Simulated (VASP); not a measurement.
# BaS (Fm-3m) in VASP: further runs, part 2 of 2

VASP 6.6.1. Earlier steps stand in the parts before.

### 3 Vibrations by perturbation theory, PBE

File INCAR:

```
ALGO = Normal
EDIFF = 1E-8
ENCUT = 520
GGA = PE
IBRION = 8
ISIF = 2
ISMEAR = 0
LASPH = True
LCHARG = False
LEPSILON = True
LREAL = False
LWAVE = False
NBANDS = 15
NELM = 60
NSW = 1
PREC = Accurate
SIGMA = 0.01
```

File KPOINTS:

```
k-points
0
Gamma
  8 8 8
```

File POSCAR:

```
BaS
1.0
    0.0000000000      3.2143611386      3.2143611386
    3.2143611386      0.0000000000      3.2143611386
    3.2143611386      3.2143611386      0.0000000000
Ba S
1 1
Direct
    0.5000000000      0.5000000000      0.5000000000
    0.0000000000      0.0000000000      0.0000000000
```

Potentials or basis: VASP PAW PBE potentials, release 64 (Ba_sv, S).

Command:

```bash
> cat potpaw_PBE.64/Ba_sv/POTCAR potpaw_PBE.64/S/POTCAR > POTCAR
> mpirun -np 1 vasp_std > vasp.out
```

OUTCAR:

```text
EDIFF = 1E-8
   ENCUT = 520
   GGA = PE
   IBRION = 8
   ISIF = 2
   ISMEAR = 0
   LASPH = True
   LEPSILON = True
   LREAL = False
   NELM = 60
   NSW = 1
   PREC = Accurate

 ion  position               nearest neighbor table
   1  0.500  0.500  0.500-   2 3.21   2 3.21   2 3.21   2 3.21   2 3.21   2 3.21
   2  0.000  0.000  0.000-   1 3.21   1 3.21   1 3.21   1 3.21   1 3.21   1 3.21

  LATTYP: Found a face centered cubic cell.
 ALAT       =     6.4287222772

  Lattice vectors:

 A1 = (   0.0000000000,   3.2143611386,   3.2143611386)
 A2 = (   3.2143611386,   0.0000000000,   3.2143611386)
 A3 = (   3.2143611386,   3.2143611386,   0.0000000000)

Analysis of symmetry for initial positions (statically):
=====================================================================
 Subroutine PRICEL returns:
 Original cell was already a primitive cell.

 Routine SETGRP: Setting up the symmetry group for a
 face centered cubic supercell.

 Subroutine GETGRP returns: Found 48 space group operations
 (whereof 48 operations were pure point group operations)
 out of a pool of 48 trial point group operations.

The static configuration has the point symmetry O_h .

Analysis of symmetry for dynamics (positions and initial velocities):
=====================================================================
 Subroutine PRICEL returns:
 Original cell was already a primitive cell.

 Routine SETGRP: Setting up the symmetry group for a
 face centered cubic supercell.

 Subroutine GETGRP returns: Found 48 space group operations
 (whereof 48 operations were pure point group operations)
 out of a pool of 48 trial point group operations.
[... 690 lines left out ...]
  --------------------------------------------------------------------------------
  x     0.00000     0.00000     0.00000     0.00000     0.00000     0.00000
  y     0.00000     0.00000     0.00000     0.00000     0.00000     0.00000
  z     0.00000     0.00000     0.00000     0.00000     0.00000     0.00000

 BORN EFFECTIVE CHARGES (including local field effects) (in |e|, cummulative output)
 ---------------------------------------------------------------------------------
 ion    1
    1     2.61186     0.00000     0.00000
    2    -0.00000     2.61186     0.00000
    3     0.00000     0.00000     2.61186
 ion    2
    1    -2.61186    -0.00000     0.00000
    2     0.00000    -2.61186     0.00000
    3     0.00000     0.00000    -2.61186

 INTERNAL STRAIN TENSOR FOR ION    2 for displacements in x,y,z  (eV/Angst):
          X           Y           Z          XY          YZ          ZX
  --------------------------------------------------------------------------------
  x     0.00000     0.00000     0.00000     0.00000     0.00000     0.00000
  y     0.00000     0.00000     0.00000     0.00000     0.00000     0.00000
  z     0.00000     0.00000     0.00000     0.00000     0.00000     0.00000

 SECOND DERIVATIVES (NOT SYMMETRIZED)
 ------------------------------------
               1X          1Y          1Z          2X          2Y          2Z
  1X    -1.921057    0.000000    0.000000    1.921057    0.000000    0.000000
  1Y     0.000000   -1.921057    0.000000    0.000000    1.921057    0.000000
  1Z     0.000000    0.000000   -1.921057    0.000000    0.000000    1.921057
  2X     1.925540    0.000000    0.000000   -1.925540    0.000000    0.000000
  2Y     0.000000    1.925540    0.000000    0.000000   -1.925540    0.000000
  2Z     0.000000    0.000000    1.925540    0.000000    0.000000   -1.925540

 Eigenvectors and eigenvalues of the dynamical matrix
 ----------------------------------------------------

   1 f  =    4.253816 THz    26.727513 2PiTHz  141.892022 cm-1    17.592361 meV
             X         Y         Z           dx          dy          dz
      3.214361  3.214361  3.214361    -0.434675   -0.000000   -0.000000
      0.000000  0.000000  0.000000     0.900587    0.000000   -0.000000
[... 21 lines left out ...]
   6 f/i=    0.001941 THz     0.012193 2PiTHz    0.064728 cm-1     0.008025 meV
             X         Y         Z           dx          dy          dz
      3.214361  3.214361  3.214361     0.098116    0.072604    0.892278
      0.000000  0.000000  0.000000     0.047356    0.035043    0.430664

--------------------------------------------------------------------------------------------------------

 MACROSCOPIC STATIC DIELECTRIC TENSOR IONIC CONTRIBUTION
 ------------------------------------------------------
           9.662821    -0.000000     0.000000
          -0.000000     9.662821     0.000000
           0.000000     0.000000     9.662821
 ------------------------------------------------------

 ELASTIC MODULI CONTR FROM IONIC RELAXATION (kBar)
 Direction    XX          YY          ZZ          XY          YZ          ZX
 --------------------------------------------------------------------------------
 XX           0.0000      0.0000      0.0000      0.0000      0.0000      0.0000
 YY           0.0000      0.0000      0.0000      0.0000      0.0000      0.0000
 ZZ           0.0000      0.0000      0.0000      0.0000      0.0000      0.0000
 XY           0.0000      0.0000      0.0000      0.0000      0.0000      0.0000
 YZ           0.0000      0.0000      0.0000      0.0000      0.0000      0.0000
 ZX           0.0000      0.0000      0.0000      0.0000      0.0000      0.0000
 --------------------------------------------------------------------------------

 PIEZOELECTRIC TENSOR IONIC CONTR  for field in x, y, z        (C/m^2)
          XX          YY          ZZ          XY          YZ          ZX
  --------------------------------------------------------------------------------
  x     0.00000     0.00000     0.00000     0.00000     0.00000     0.00000
  y     0.00000     0.00000     0.00000     0.00000     0.00000     0.00000
  z     0.00000     0.00000     0.00000     0.00000     0.00000     0.00000
```

Run time: 8.3 min. Hardware: 1 thread of Intel Xeon Platinum 8488C (Sapphire Rapids), shared host; peak memory 0.35 GiB.

What came out:

```yaml
Electronic_dielectric_tensor_diagonal: 4.84
Born_charges_mean_of_the_diagonal: Ba +2.61; S -2.61 e
Highest_phonon_frequency_at_Γ_LO-TO_splitting_left_out: 142 cm⁻¹
```

Phonon frequencies in cm⁻¹ (negative: imaginary):
| q point | frequencies |
| --- | --- |
| (0.000, 0.000, 0.000) | 0 0 0 142 142 142 |

Electronic dielectric tensor:
```
4.84 0.00 0.00
0.00 4.84 0.00
0.00 0.00 4.84
```

Born effective charge tensors (e):
atom 1, Ba
```
2.61 0.00 0.00
0.00 2.61 0.00
0.00 0.00 2.61
```
atom 2, S
```
-2.61  0.00  0.00
 0.00 -2.61  0.00
 0.00  0.00 -2.61
```

Caveat: spin-orbit coupling is left out, which moves the levels of the heavy elements.
